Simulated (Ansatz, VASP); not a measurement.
Hf: VASP beside Ansatz

```
Hf
1.0
     0.00000    2.22000    2.22000
     2.25330    0.00000    2.22000
     2.25330    2.22000    0.00000
Hf
1
Direct
  0.00000 0.00000 0.00000
```

Change from the starting cell: strain +0.0150 x Voigt [1, 0, 0, 0, 0, 0], atoms carried along.

Alike in both runs: task single point; functional r2SCAN; k mesh 18 × 18 × 18; occupations gaussian, width 0.15 eV; no spin polarisation.

|  | VASP | Ansatz |
| --- | --- | --- |
| version | VASP 6.6.1 | Ansatz 0.2.0 |
| potentials or method | VASP PAW PBE potentials, release 64 (Hf_pv), cutoff 520 eV | scalar-relativistic, plane waves, PAW |
| valence electrons in the cell | 10 | 26 |

|  | VASP | Ansatz | Ansatz less VASP |
| --- | --- | --- | --- |
| gap on the k mesh at the Fermi level (eV) | none | none | - |
| pressure (GPa) | 0.6 | 1.1 | +0.51 |
| traceless stress, the component that is largest in VASP (GPa) | -0.59 | -0.59 | +0.003 |

VASP's potentials were made for PBE, not for r2SCAN. A gap of «none» marks a metal or a gap that the smearing closes. The functional is the same, so the differences come from potentials, cutoffs and numerics. VASP's potentials hold 10 valence electrons a cell and Ansatz's 26, so a difference there can come from the potentials and not from the codes.

Spin-orbit coupling is off throughout.
